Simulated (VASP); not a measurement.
# Ba8Zn3O11 in VASP: a series of runs

The runs below take Ba8Zn3O11 through single point, with PBE.

Everything below comes from runs of VASP 6.6.1. Logs are shortened: lines on timing, memory, paths and dates and some standing lists are left out, and cuts for length are marked.

## 1. The cell of the first run

The cell holds an amorphous packing of atoms, 22 atoms: a = 7.537 Å, b = 7.670 Å, c = 7.304 Å, α = 94.70°, β = 87.83°, γ = 90.66°.

## 2. Single point, PBE

File INCAR:

```
PREC = Accurate ; ENCUT = 520
EDIFF = 1E-6 ; ISMEAR = -1
SIGMA = 0.2111 ; LREAL = Auto
LASPH = True ; NELM = 60
ALGO = Normal ; ISIF = 2
LWAVE = False ; LCHARG = False
GGA = PE ; NBANDS = 108
ISYM = 0
```

File KPOINTS:

```
Automatic mesh
0
Gamma
  1 1 1
```

File POSCAR:

```
Ba8Zn3O11
1.0
    7.5350960000     -0.0410920000      0.1399040000
   -0.0410920000      7.6639600000     -0.3067190000
    0.1399040000     -0.3067190000      7.2967150000
Ba O Zn
8 11 3
Direct
    0.3296620238      0.1323377596      0.7343751907
    0.6556568143      0.6165137920      0.6872766009
    0.8403571812      0.1133814644      0.5253605106
    0.4157922087      0.5877667499      0.0184505269
   -0.0305995811      0.8023798664      0.1845063366
    0.6751303312      0.0312360172      0.9272693597
    0.0223453149      0.3297995431      1.0113794478
    0.3703820809      0.0768404653      0.2395499202
    0.5492744706      0.9510879723      0.6230503804
    0.9357099900      0.8903491185      0.7662513091
    0.1476791333      0.9431706766      0.4651355391
    0.1259199733      0.5499718667      0.1978882433
    0.7385127691      0.5998627541      0.0229010471
    0.1982510528      0.5029218120      0.7123266511
    0.3351718627      0.8624390355      0.9315901134
    0.4949834347      0.4159749294      0.3098091747
    0.6937435610      0.3311663053      0.7878970878
    0.7976901234      0.2282924638      0.2119191440
    0.5848794434      0.8650379170      0.2197748701
    0.1394890008      0.7928002238      0.6775984567
    0.6979984750      0.4269323388      0.2186927242
    0.2619239991      0.5038107996      0.4526254800
```

Potentials or basis: VASP PAW PBE potentials, release 64 (Ba_sv, O, Zn).

The run is started by

```console
> cat potpaw_PBE.64/Ba_sv/POTCAR potpaw_PBE.64/O/POTCAR potpaw_PBE.64/Zn/POTCAR > POTCAR
> mpirun -np 1 vasp_gam > vasp.out
```

OUTCAR:

```text
PREC = Accurate
   ENCUT = 520
   EDIFF = 1E-6
   ISMEAR = -1
   LREAL = Auto
   LASPH = True
   NELM = 60
   ISIF = 2
   GGA = PE
   ISYM = 0

 ion  position               nearest neighbor table
   1  0.330  0.132  0.734-   9 2.26  15 2.62  11 2.75  20 2.96  14 3.04   6 3.14  17 3.15   7 3.31
                             8 3.61  22 3.70   8 3.77   4 3.97   3 4.04   3 4.09   2 4.46   2 4.66
   2  0.656  0.617  0.687-  17 2.39  13 2.57   9 2.78   4 2.99  10 3.00  16 3.31   6 3.51  22 3.55
                            21 3.61  20 3.87   3 4.18   3 4.28   7 4.42   1 4.46   5 4.53   5 4.61
   3  0.840  0.113  0.525-  18 2.55   9 2.61  17 2.65  10 2.68  11 2.68   6 3.25   5 3.43  21 3.62
                            20 3.62   1 4.04   7 4.07   1 4.09   8 4.17   2 4.18   2 4.28   7 4.39
   4  0.416  0.588  0.018-  15 2.34  13 2.43  12 2.53  16 2.68  19 2.81  14 2.85  21 2.96   2 2.99
                            17 3.22  22 3.44   7 3.55  20 3.76   5 3.87   1 3.97   8 3.97   6 3.99
   5  0.969  0.802  0.185-  12 2.29  13 2.57  11 2.64  19 2.94  10 3.20  15 3.31   3 3.43   6 3.53
                            21 3.53   8 3.68   7 3.76  20 3.87   4 3.87  20 3.88  22 3.89   7 4.35
   6  0.675  0.031  0.927-  10 2.46   9 2.48  17 2.59  19 2.64  18 2.66  15 2.86   1 3.14   8 3.18
                             3 3.25   7 3.50   2 3.51   5 3.53  21 3.57   4 3.99   3 4.58   4 4.70
   7  0.022  0.330  0.011-  12 2.23  18 2.36  21 2.90  14 2.92  13 2.99  17 3.02   1 3.31   6 3.50
                             4 3.55   5 3.76   8 3.79  22 3.89   3 4.07   5 4.35   3 4.39   2 4.42
   8  0.370  0.077  0.240-  19 2.30  11 2.57  15 2.70  16 2.77   6 3.18  22 3.60   1 3.61  21 3.64
                             5 3.68   1 3.77   7 3.79   4 3.97   3 4.17   4 4.36   3 4.44
   9  0.549  0.951  0.623-   1 2.26   6 2.48   3 2.61   2 2.78
  10  0.936  0.890  0.766-  20 1.79   6 2.46   3 2.68   2 3.00   5 3.20
  11  0.148  0.943  0.465-  20 2.01   8 2.57   5 2.64   3 2.68   1 2.75
  12  0.126  0.550  0.198-  22 2.21   7 2.23   5 2.29   4 2.53
  13  0.739  0.600  0.023-  21 2.04   4 2.43   2 2.57   5 2.57   7 2.99
  14  0.198  0.503  0.712-  22 1.94  20 2.31   4 2.85   7 2.92   1 3.04
  15  0.335  0.862  0.932-   4 2.34  20 2.43   1 2.62   8 2.70   6 2.86   5 3.31
  16  0.495  0.416  0.310-  21 1.65  22 2.10   4 2.68   8 2.77   2 3.31
  17  0.694  0.331  0.788-   2 2.39   6 2.59   3 2.65   7 3.02   1 3.15   4 3.22
  18  0.798  0.228  0.212-  21 1.70   7 2.36   3 2.55   6 2.66
  19  0.585  0.865  0.220-   8 2.30   6 2.64   4 2.81   5 2.94
  20  0.139  0.793  0.678-  10 1.79  11 2.01  14 2.31  15 2.43  22 2.79   1 2.96   3 3.62   4 3.76
                             5 3.87   2 3.87   5 3.88
  21  0.698  0.427  0.219-  16 1.65  18 1.70  13 2.04   7 2.90   4 2.96   5 3.53   6 3.57   2 3.61
                             3 3.62   8 3.64
  22  0.262  0.504  0.453-  14 1.94  16 2.10  12 2.21  20 2.79   4 3.44   2 3.55   8 3.60   1 3.70
                             7 3.89   5 3.89

IMPORTANT INFORMATION: All symmetrisations will be switched off!
NOSYMM: (Re-)initialisation of all symmetry stuff for point group C_1.

----------------------------------------------------------------------------------------

                                     Primitive cell

  volume of cell :     420.5079

  direct lattice vectors                    reciprocal lattice vectors
     7.535096000 -0.041092000  0.139904000     0.132762428  0.000610988 -0.002519845
    -0.041092000  7.663960000 -0.306719000     0.000610988  0.130703536  0.005482437
     0.139904000 -0.306719000  7.296715000    -0.002519845  0.005482437  0.137326743

  length of vectors
     7.536506711  7.670205211  7.304498577     0.132787745  0.130819895  0.137459234

  position of ions in fractional coordinates (direct lattice)
     0.329662024  0.132337760  0.734375191
     0.655656814  0.616513792  0.687276601
     0.840357181  0.113381464  0.525360511
     0.415792209  0.587766750  0.018450527
     0.969400419  0.802379866  0.184506337
     0.675130331  0.031236017  0.927269360
[... 14 lines left out ...]
     0.697998475  0.426932339  0.218692724
     0.261923999  0.503810800  0.452625480

  ion indices of the primitive-cell ions
   primitive index   ion index
                 1           1
                 2           2
                 3           3
                 4           4
                 5           5
                 6           6
[... 14 lines left out ...]
                21          21
                22          22

----------------------------------------------------------------------------------------

 KPOINTS: Automatic mesh

Automatic generation of k-mesh.
 Grid dimensions read from file:
 generate k-points for:    1    1    1

 Generating k-lattice:

  Cartesian coordinates                     Fractional coordinates (reciprocal lattice)
     0.132762428  0.000610988 -0.002519845     1.000000000 -0.000000000  0.000000000
     0.000610988  0.130703536  0.005482437    -0.000000000  1.000000000  0.000000000
    -0.002519845  0.005482437  0.137326743    -0.000000000  0.000000000  1.000000000

  Length of vectors
     0.132787745  0.130819895  0.137459234

  Shift w.r.t. Gamma in fractional coordinates (k-lattice)
     0.000000000  0.000000000  0.000000000

 Subroutine IBZKPT returns following result:
 ===========================================

 Found      1 irreducible k-points:

 Following reciprocal coordinates:
            Coordinates               Weight
  0.000000  0.000000  0.000000      1.000000
   k-points           NKPTS =      1   k-points in BZ     NKDIM =      1   number of bands    NBANDS=    108
   number of dos      NEDOS =    301   number of ions     NIONS =     22
   total plane-waves  NPLWV = 181440
   dimension x,y,z NGX =    56 NGY =   60 NGZ =   54
   dimension x,y,z NGXF=   112 NGYF=  120 NGZF=  108
   ions per type =               8  11   3
   NGX,Y,Z   is equivalent  to a cutoff of  12.35, 13.00, 12.29 a.u.
   NGXF,Y,Z  is equivalent  to a cutoff of  24.71, 26.01, 24.58 a.u.
 SYSTEM =  unknown system
   PREC   = accura    normal or accurate (medium, high low for compatibility)
   ISTART =      0    job   : 0-new  1-cont  2-samecut
   ICHARG =      2    charge: 1-file 2-atom 10-const
   ISPIN  =      1    spin polarized calculation?
   LNONCOLLINEAR =      F non collinear calculations
   LSORBIT =      F    spin-orbit coupling
   LASPH  =      T    aspherical Exc in radial PAW
   ENCUT  =  520.0 eV  38.22 Ry    6.18 a.u.  14.01 14.26 13.58*2*pi/ulx,y,z
   NELM   =     60;   NELMIN=  2; NELMDL= -5     # of ELM steps
   EDIFF  = 0.1E-05   stopping-criterion for ELM
   LREAL  =      T    real-space projection
   EDIFFG = 0.1E-04   stopping-criterion for IOM
   NSW    =      0    number of steps for IOM
   IBRION =     -1    ionic relax: 0-MD 1-quasi-New 2-CG
   NFREE  =      0    steps in history (QN), initial steepest desc. (CG)
   ISIF   =      2    stress and relaxation
   ISYM   =      0    0-nonsym 1-usesym 2-fastsym
   POTIM  = 0.5000    time-step for ionic-motion
   TEBEG  =    0.0;   TEEND  =   0.0 temperature during run
   PSTRESS=    0.0 pullay stress
   NELECT =     182.0000    total number of electrons
   NUPDOWN=      -1.0000    fix difference up-down
   EMIN   =  10.00;   EMAX   =-10.00  energy-range for DOS
   EFERMI =   0.00;   METHOD = LEGACY
   ISMEAR =    -1;   SIGMA  =   0.21  broadening in eV -4-tet -1-fermi 0-gaus
   EFERMI_NEDOS =   21; number of points for ismear=-14 and -15
   IALGO  =     38    algorithm
   IMIX   =      4    mixing-type and parameters
     AMIX     =   0.40;   BMIX     =  1.00
     AMIX_MAG =   1.60;   BMIX_MAG =  1.00
  volume/ion in A,a.u.               =      19.11       128.99
  Fermi-wavevector in a.u.,A,eV,Ry     =   1.238342  2.340127 20.864406  1.533491
  Thomas-Fermi vector in A             =   2.372871
   LORBIT       =      0    0 simple, 1 ext, 2 COOP (PROOUT), +10 PAW based schemes
   GGA     = PE    functional components
   LHFCALC =     F    Hartree Fock is set to
   AEXX    =    0.0000 exact exchange contribution
   IVDW    =     0    specifies the selected vdW correction
   LEPSILON=     F    determine dielectric tensor
   LRPA    =     F    only Hartree local field effects (RPA)
 non-spin polarized calculation
  energy-cutoff  :      520.00
  volume of cell :      420.51
 maximum number of plane-waves:      5660
   NGX = 29   NGY = 29   NGZ = 27

 number of electron     182.0000021 magnetization

 Free energy of the ion-electron system (eV)
  ---------------------------------------------------
  ext. energy  EPLUGINS =         0.00000000
  ---------------------------------------------------
  free energy    TOTEN  =      -107.53748081 eV

  energy without entropy =     -107.03721732  energy(sigma->0) =     -107.28734906

 E-fermi :   2.8861     XC(G=0):  -9.6484

 val. band max:        2.5042846077   @ k =   0.0000   0.0000   0.0000
 cond. band min:       3.1964305013   @ k =   0.0000   0.0000   0.0000
 fundamental gap:      0.6921458936
 Fermi energy:         2.8860703108

 k-point     1 :       0.0000    0.0000    0.0000
  band No.  band energies     occupation
      1     -24.8067      2.00000
      2     -24.5601      2.00000
      3     -24.5468      2.00000
      4     -24.3168      2.00000
      5     -24.1460      2.00000
      6     -23.9577      2.00000
[... 95 lines left out ...]
    102       6.3760      0.00000
    103       6.4268      0.00000
 [bands above 103 left out]

------------------------ aborting loop because EDIFF is reached ----------------------------------------

  FORCE on cell =-STRESS in cart. coord.  units (eV):
  Direction    XX          YY          ZZ          XY          YZ          ZX
  --------------------------------------------------------------------------------------
  -------------------------------------------------------------------------------------
  Total       36.1796637     24.7427413     26.2581395     -5.1818854      5.4373016    -15.2469901
  in kB      137.8481389     94.2723202    100.0461390    -19.7435018     20.7166631    -58.0925578
  external PRESSURE =     110.7221994 kB  Pullay stress =       0.0000000 kB

 VOLUME and BASIS-vectors are now :
 -----------------------------------------------------------------------------
  energy-cutoff  :      520.00
  volume of cell :      420.51
      direct lattice vectors                 reciprocal lattice vectors
     7.535096000 -0.041092000  0.139904000     0.132762428  0.000610988 -0.002519845
    -0.041092000  7.663960000 -0.306719000     0.000610988  0.130703536  0.005482437
     0.139904000 -0.306719000  7.296715000    -0.002519845  0.005482437  0.137326743

 POSITION                                       TOTAL-FORCE (eV/Angst)
 -----------------------------------------------------------------------------------
      2.58134      0.77544      5.36406        -0.545688      0.176550     -1.050007
      5.01126      4.48719      4.91749         1.304151      1.073679     -2.068603
      6.40101      0.67328      3.91620        -0.844770      0.407642     -0.234549
      3.11146      4.48188      0.01252        -1.100502     -0.135629      1.014837
      7.29737      6.05298      1.23581        -1.232374      1.098724     -1.207453
      5.21562     -0.07276      6.85089         1.118990     -1.152711      1.143614
[... 14 lines left out ...]
      5.27254      3.17623      1.56244         3.190364      4.085038     -2.575168
      2.01624      3.71159      3.18479         0.001733      0.025594     -0.816897
 -----------------------------------------------------------------------------------
    total drift:                               -0.012071      0.002758      0.003698

  FREE ENERGIE OF THE ION-ELECTRON SYSTEM (eV)
  ---------------------------------------------------
  free  energy   TOTEN  =      -107.5374808075 eV

  energy  without entropy=     -107.0372173224  energy(sigma->0) =     -107.28734906
```

It took 70 s on 1 thread of AMD EPYC 9R45 (Zen 5), shared host; peak memory 0.38 GiB.

Results:

| Property | Result |
| --- | --- |
| Free energy | -107.5375 eV |
| Pressure | 11.1 GPa |
| Largest force | 7.807 eV/Å |
| Band gap on the k mesh | 0.69 eV |

Forces on the atoms (eV/Å):
```
Ba  -0.546  0.177 -1.050
Ba   1.304  1.074 -2.069
Ba  -0.845  0.408 -0.235
Ba  -1.101 -0.136  1.015
Ba  -1.232  1.099 -1.207
Ba   1.119 -1.153  1.144
Ba  -0.755 -0.300 -2.499
Ba   0.046 -0.905  1.350
O    0.495  0.143 -0.970
O   -1.523  0.324  1.548
O    0.535  0.297 -0.091
O    1.431 -0.532  3.041
O    1.690 -0.511  0.912
O    0.439  0.332 -1.242
O   -1.327  1.819 -0.575
O   -6.849  0.039  3.747
O   -0.193 -1.295 -0.276
O    2.076 -3.681  0.485
O    0.537  0.223  0.262
Zn   1.505 -1.532  0.103
Zn   3.190  4.085 -2.575
Zn   0.002  0.026 -0.817
```

Levels at points of the mesh, in eV from the valence-band top:
| k point | band 88 | band 89 | band 90 | band 91 | band 92 | band 93 | band 94 | band 95 |
| --- | --- | --- | --- | --- | --- | --- | --- | --- |
| (0.00, 0.00, 0.00) | -0.76 | -0.74 | -0.32 | 0.00 | 0.69 | 1.54 | 1.96 | 2.45 |

Caveat: the k points lie up to 0.86 Å⁻¹ apart; spin-orbit coupling is left out, which moves the levels of the heavy elements.

## 3. Single point, PBE

File INCAR:

```
SYSTEM = Ba8Zn3O11
PREC = Accurate
ENCUT = 520
EDIFF = 1E-6
ISMEAR = -1
SIGMA = 0.2111
LREAL = Auto
LASPH = .TRUE.
NELM = 100
ALGO = Normal
ISIF = 2
LWAVE = .FALSE.
LCHARG = .FALSE.
GGA = PE
ISYM = 0
NBANDS = 108
```

File KPOINTS:

```
Automatic mesh
0
G
  1 1 1
  0 0 0
```

File POSCAR:

```
Ba8Zn3O11
1.0
    7.5350960000     -0.0410920000      0.1399040000
   -0.0410920000      7.6639600000     -0.3067190000
    0.1399040000     -0.3067190000      7.2967150000
Ba O Zn
8 11 3
Direct
    0.3190160136      0.1131502337      0.7004680476
    0.6540619219      0.5958963139      0.6293115248
    0.8258768360      0.1254224678      0.4749586603
    0.4137284791      0.6622084136      0.0048508998
   -0.0480535774      0.8351622840      0.1918301631
    0.6853039030      0.0185523578      0.9168262161
   -0.0032056248      0.3419522440      0.9652060866
    0.3419335359      0.0594748161      0.2553245106
    0.5823341744      0.9231061438      0.5806007653
    0.8417946592      0.6987876621      0.8103986538
    0.1610150785      0.8617379421      0.4732921248
    0.2233737571      0.4200944079      0.1382792194
    0.8304061520      0.5852784895      0.2358702362
    0.2459100705      0.5408606683      0.6871716164
    0.2335882929      0.9285028966      0.9481918293
    0.5355405338      0.3091875959      0.4311370867
    0.6126800761      0.3237001405      0.8965883401
    0.8630700273      0.1555828952      0.1934305069
    0.5815211568      0.8906163955      0.1812133041
    0.0904797537      0.7470845660      0.7031362129
    0.7081912612      0.3604419730      0.2197088157
    0.3084061673      0.4938699750      0.4327469345
```

Potentials or basis: VASP PAW PBE potentials, release 64 (Ba_sv, O, Zn).

The run is started by

```console
> cat potpaw_PBE.64/Ba_sv/POTCAR potpaw_PBE.64/O/POTCAR potpaw_PBE.64/Zn/POTCAR > POTCAR
> mpirun -np 1 vasp_gam > vasp.out
```

It took 68 s on 1 thread of AMD EPYC 9R45 (Zen 5), shared host; peak memory 0.39 GiB.

Results (log left out):

| Item | Value |
| --- | --- |
| Free energy | -108.8796 eV |
| Pressure | 9.4 GPa |
| Largest force | 6.165 eV/Å |
| Band gap on the k mesh | 1.32 eV |

Forces on the atoms (eV/Å):
```
Ba   1.131  0.391 -0.339
Ba  -2.506 -1.136 -3.898
Ba  -1.253 -0.606  6.006
Ba   0.129 -2.241  0.168
Ba   1.713 -0.704 -1.281
Ba   0.536 -0.339 -1.391
Ba  -0.194  1.441 -1.935
Ba  -0.875  1.385  0.650
O   -0.198  0.552  0.927
O    4.737  1.742  2.808
O   -0.740  0.489  0.868
O    1.932  0.851  3.128
O   -1.956 -3.862  0.813
O    0.094 -0.525 -0.408
O   -0.797 -0.124 -0.646
O   -0.496  0.641 -0.944
O    0.226  0.561  0.593
O    0.403  1.093 -3.568
O    0.804 -0.686  0.107
Zn  -0.317  0.249 -0.217
Zn  -1.832  1.679 -0.313
Zn  -0.541 -0.851 -1.126
```

Stress tensor (GPa, compression positive):
```
 9.04  1.18  0.20
 1.18  7.66  1.06
 0.20  1.06 11.53
```

Levels at points of the mesh, in eV from the valence-band top:
```
           k point  band 87  band 88  band 89  band 90  band 91  band 92  band 93  band 94  band 95  band 96
(0.00, 0.00, 0.00)    -0.60    -0.46    -0.32    -0.25     0.00     1.32     2.42     2.76     3.23     3.39
```

Caveat: the k points lie up to 0.86 Å⁻¹ apart; spin-orbit coupling is left out, which moves the levels of the heavy elements.

[end of part 1 of 2]
